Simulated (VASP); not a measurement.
# Sn (Fd-3m) in VASP: further runs

Sn is run at these levels: LDA; tasks: single point, relaxation of cell and atoms.

Program: VASP 6.6.1. These are calculated values, not measurements. Logs are shortened: lines on timing, memory, paths and dates and some standing lists are left out, and cuts for length are marked.

### 1 The cell of the first run

It takes space group Fd-3m (No. 227, cubic). The conventional cell has a = 6.474 Å, b = 6.474 Å, c = 6.474 Å, α = 90.00°, β = 90.00°, γ = 90.00°. Sn (site symmetry -43m) has 4 Sn at 2.80 Å within 3.7 Å.

### 2 Single point, LDA

INCAR reads:

```
ALGO     = Normal         # electronic algorithm
EDIFF    = 1E-6           # SCF threshold, eV
ENCUT    = 500            # plane-wave cutoff, eV
GGA_COMPAT= F            
ISIF     = 2              # what is computed and relaxed
ISMEAR   = 0              # smearing method
LASPH    = T              # aspherical terms in the spheres
LCHARG   = F              # write CHGCAR
LREAL    = F              # projectors in reciprocal space
LWAVE    = F              # write WAVECAR
NBANDS   = 21             # bands
NELM     = 120            # most SCF steps
PREC     = Accurate       # precision mode
SIGMA    = 0.1            # smearing width, eV
```

KPOINTS reads:

```
k-points
0
Gamma
  12 12 12
```

POSCAR reads:

```
Sn
1.0
    0.0000000000      3.2370260443      3.2370260443
    3.2370260443      0.0000000000      3.2370260443
    3.2370260443      3.2370260443      0.0000000000
Sn
2
Direct
    0.0000000000      0.0000000000      0.0000000000
    0.2500000000      0.2500000000      0.2500000000
```

Potentials or basis: VASP PAW LDA potentials, release 64 (Sn_d).

Command:

```bash
cat potpaw_LDA.64/Sn_d/POTCAR > POTCAR
mpirun -np 1 vasp_std > vasp.out
```

OUTCAR:

```text
EDIFF = 1E-6
   ENCUT = 500
   ISIF = 2
   ISMEAR = 0
   LASPH = T
   LREAL = F
   NELM = 120
   PREC = Accurate

 ion  position               nearest neighbor table
   1  0.000  0.000  0.000-   2 2.80   2 2.80   2 2.80   2 2.80
   2  0.250  0.250  0.250-   1 2.80   1 2.80   1 2.80   1 2.80

  LATTYP: Found a face centered cubic cell.
 ALAT       =     6.4740520886

  Lattice vectors:

 A1 = (   0.0000000000,   3.2370260443,   3.2370260443)
 A2 = (   3.2370260443,   0.0000000000,   3.2370260443)
 A3 = (   3.2370260443,   3.2370260443,   0.0000000000)

Analysis of symmetry for initial positions (statically):
=====================================================================
 Subroutine PRICEL returns:
 Original cell was already a primitive cell.

 Routine SETGRP: Setting up the symmetry group for a
 face centered cubic supercell.

 Subroutine GETGRP returns: Found 48 space group operations
 (whereof 24 operations were pure point group operations)
 out of a pool of 48 trial point group operations.

The static configuration has the point symmetry T_d .
 The point group associated with its full space group is O_h .

Analysis of symmetry for dynamics (positions and initial velocities):
=====================================================================
 Subroutine PRICEL returns:
 Original cell was already a primitive cell.

 Routine SETGRP: Setting up the symmetry group for a
 face centered cubic supercell.

 Subroutine GETGRP returns: Found 48 space group operations
 (whereof 24 operations were pure point group operations)
 out of a pool of 48 trial point group operations.

The dynamic configuration has the point symmetry T_d .
 The point group associated with its full space group is O_h .

 Subroutine INISYM returns: Found 48 space group operations
 (whereof 24 operations are pure point group operations),
 and found     1 'primitive' translations

----------------------------------------------------------------------------------------

                                     Primitive cell

  volume of cell :      67.8373

  direct lattice vectors                    reciprocal lattice vectors
     0.000000000  3.237026044  3.237026044    -0.154462767  0.154462767  0.154462767
     3.237026044  0.000000000  3.237026044     0.154462767 -0.154462767  0.154462767
     3.237026044  3.237026044  0.000000000     0.154462767  0.154462767 -0.154462767

  length of vectors
     4.577846134  4.577846134  4.577846134     0.267537361  0.267537361  0.267537361

  position of ions in fractional coordinates (direct lattice)
     0.000000000  0.000000000  0.000000000
[... 72 lines left out ...]
   ISPIN  =      1    spin polarized calculation?
   LNONCOLLINEAR =      F non collinear calculations
   LSORBIT =      F    spin-orbit coupling
   LASPH  =      T    aspherical Exc in radial PAW
   ENCUT  =  500.0 eV  36.75 Ry    6.06 a.u.   8.35  8.35  8.35*2*pi/ulx,y,z
   NELM   =    120;   NELMIN=  2; NELMDL= -5     # of ELM steps
   EDIFF  = 0.1E-05   stopping-criterion for ELM
   LREAL  =      F    real-space projection
   EDIFFG = 0.1E-04   stopping-criterion for IOM
   NSW    =      0    number of steps for IOM
   IBRION =     -1    ionic relax: 0-MD 1-quasi-New 2-CG
   NFREE  =      0    steps in history (QN), initial steepest desc. (CG)
   ISIF   =      2    stress and relaxation
   ISYM   =      2    0-nonsym 1-usesym 2-fastsym
   POTIM  = 0.5000    time-step for ionic-motion
   TEBEG  =    0.0;   TEEND  =   0.0 temperature during run
   PSTRESS=    0.0 pullay stress
   NELECT =      28.0000    total number of electrons
   NUPDOWN=      -1.0000    fix difference up-down
   EMIN   =  10.00;   EMAX   =-10.00  energy-range for DOS
   EFERMI =   0.00;   METHOD = LEGACY
   ISMEAR =     0;   SIGMA  =   0.10  broadening in eV -4-tet -1-fermi 0-gaus
   EFERMI_NEDOS =   21; number of points for ismear=-14 and -15
   IALGO  =     38    algorithm
   IMIX   =      4    mixing-type and parameters
     AMIX     =   0.40;   BMIX     =  1.00
     AMIX_MAG =   1.60;   BMIX_MAG =  1.00
  volume/ion in A,a.u.               =      33.92       228.89
  Fermi-wavevector in a.u.,A,eV,Ry     =   1.218909  2.303404 20.214711  1.485739
  Thomas-Fermi vector in A             =   2.354179
   LORBIT       =      0    0 simple, 1 ext, 2 COOP (PROOUT), +10 PAW based schemes
   GGA     = CA    functional components
   LHFCALC =     F    Hartree Fock is set to
   AEXX    =    0.0000 exact exchange contribution
   IVDW    =     0    specifies the selected vdW correction
   LEPSILON=     F    determine dielectric tensor
   LRPA    =     F    only Hartree local field effects (RPA)
 non-spin polarized calculation
 Gauss-broadening in eV      SIGMA  =   0.10
  energy-cutoff  :      500.00
  volume of cell :       67.84
 maximum number of plane-waves:      1759
 NGX is ok and might be reduce to    36
   NGX = 17   NGY = 17   NGZ = 17

 number of electron      28.0000006 magnetization

 Free energy of the ion-electron system (eV)
  ---------------------------------------------------
  ext. energy  EPLUGINS =         0.00000000
  ---------------------------------------------------
  free energy    TOTEN  =        -8.94266670 eV

  energy without entropy =       -8.94147093  energy(sigma->0) =       -8.94206882

 E-fermi :   5.4274     XC(G=0):  -9.2254

 val. band max:        5.4001648599   @ k =   0.4167   0.0000   0.0000
 cond. band min:       5.5288417197   @ k =   0.0000   0.0000   0.0000
 fundamental gap:      0.1286768598
 Fermi energy:         5.4273813335

 k-point     1 :       0.0000    0.0000    0.0000
  band No.  band energies     occupation
      1     -16.1858      2.00000
      2     -16.1858      2.00000
      3     -16.1858      2.00000
      4     -16.1232      2.00000
      5     -16.1232      2.00000
      6     -15.8050      2.00000
[... 565 lines left out ...]
     20      13.3079      0.00000
     21      13.4438      0.00000

 [... further k-points ...]
[... 5 lines left out ...]
  --------------------------------------------------------------------------------------
  -------------------------------------------------------------------------------------
  Total        0.0097558      0.0097558      0.0097558      0.0000000     -0.0000000     -0.0000000
  in kB        0.2304107      0.2304107      0.2304107      0.0000000     -0.0000000     -0.0000000
  external PRESSURE =       0.2304107 kB  Pullay stress =       0.0000000 kB

 VOLUME and BASIS-vectors are now :
 -----------------------------------------------------------------------------
  energy-cutoff  :      500.00
  volume of cell :       67.84
      direct lattice vectors                 reciprocal lattice vectors
     0.000000000  3.237026044  3.237026044    -0.154462767  0.154462767  0.154462767
     3.237026044  0.000000000  3.237026044     0.154462767 -0.154462767  0.154462767
     3.237026044  3.237026044  0.000000000     0.154462767  0.154462767 -0.154462767

 POSITION                                       TOTAL-FORCE (eV/Angst)
 -----------------------------------------------------------------------------------
      0.00000      0.00000      0.00000        -0.000000     -0.000000     -0.000000
      1.61851      1.61851      1.61851         0.000000      0.000000      0.000000
 -----------------------------------------------------------------------------------
    total drift:                                0.000000      0.000000      0.000000

  FREE ENERGIE OF THE ION-ELECTRON SYSTEM (eV)
  ---------------------------------------------------
  free  energy   TOTEN  =        -8.9426667044 eV

  energy  without entropy=       -8.9414709325  energy(sigma->0) =       -8.94206882
```

Run time: 65 s. Hardware: 1 thread of Intel Xeon 6975P-C, shared host; peak memory 0.22 GiB.

Results:

* Free energy: -8.9427 eV
* Pressure: 0.0 GPa
* Band gap on the k mesh: zero (band 14 reaches 5.53 eV, above the bottom of band 15 at 5.36 eV)

Caveat: spin-orbit coupling is left out, which moves the levels of the heavy elements.

### 3 Relaxation of cell and atoms, LDA

This run uses another cell than the first one, of 34.15 Å³/atom, 1.007 times its volume.

INCAR reads:

```
ALGO     = Normal         # electronic algorithm
EDIFF    = 1E-7           # SCF threshold, eV
EDIFFG   = -0.002         # ionic threshold
ENCUT    = 500            # plane-wave cutoff, eV
GGA_COMPAT= False        
IBRION   = 2              # ionic algorithm
ISIF     = 3              # what is computed and relaxed
ISMEAR   = 0              # smearing method
LASPH    = True           # aspherical terms in the spheres
LCHARG   = False          # write CHGCAR
LREAL    = False          # projectors in reciprocal space
LWAVE    = False          # write WAVECAR
NELM     = 120            # most SCF steps
NELMIN   = 4            
NSW      = 100            # ionic steps
PREC     = Accurate       # precision mode
SIGMA    = 0.1            # smearing width, eV
```

KPOINTS is that of step 2.

POSCAR reads:

```
Sn
1.0
    0.0000000000      3.2445000000      3.2445000000
    3.2445000000      0.0000000000      3.2445000000
    3.2445000000      3.2445000000      0.0000000000
Sn
2
Direct
    0.0000000000      0.0000000000      0.0000000000
    0.2500000000      0.2500000000      0.2500000000
```

Potentials or basis: VASP PAW LDA potentials, release 64 (Sn_d).

Command:

```bash
cat potpaw_LDA.64/Sn_d/POTCAR > POTCAR
mpirun -np 1 vasp_std > vasp.out
```

Run time: 2.5 min. Hardware: 1 thread of Intel Xeon 6975P-C, shared host; peak memory 0.22 GiB.

It converged, with:

| Item | Value |
| --- | --- |
| Free energy | -8.9428 eV |
| Relaxed volume | 33.92 Å³/atom |
| Relaxed cell | a = 4.578 Å, b = 4.578 Å, c = 4.578 Å, α = 60.00°, β = 60.00°, γ = 60.00° |
| Space group after relaxing (to 0.05 Å) | Fd-3m (No. 227) |
| Energy gained by relaxing | 0.2 meV/atom |
| Ionic steps | 3 |
| Pressure after relaxing | 0.0 GPa |
| Band gap on the k mesh | zero (band 14 reaches 5.53 eV, above the bottom of band 15 at 5.35 eV) |

The path:
```tsv
step	energy change (eV)	largest force (eV/Å)	pressure (GPa)	volume (Å³)
1	0.0000	0.0000	-0.31	68.31
2	-0.0004	0.0000	0.12	67.65
3	-0.0004	0.0000	-0.01	67.85
```

Final structure:
```
CELL_PARAMETERS angstrom
0.00000 3.23716 3.23716
3.23716 0.00000 3.23716
3.23716 3.23716 0.00000
ATOMIC_POSITIONS crystal
Sn 0.00000 0.00000 0.00000
Sn 0.25000 0.25000 0.25000
```

Levels at points of the mesh, in eV from the Fermi level:
```tsv
k point	band 11	band 12	band 13	band 14	band 15	band 16	band 17	band 18
(0.00, 0.00, 0.00)	-10.68	-0.73	0.10	0.10	0.10	2.16	2.16	2.16
(0.50, 0.00, 0.00)	-9.04	-6.35	-1.11	-1.11	-0.07	3.24	3.24	5.54
(0.50, 0.50, 0.00)	-7.57	-7.57	-2.47	-2.47	0.77	0.77	7.71	7.71
```

Caveat: spin-orbit coupling is left out, which moves the levels of the heavy elements.
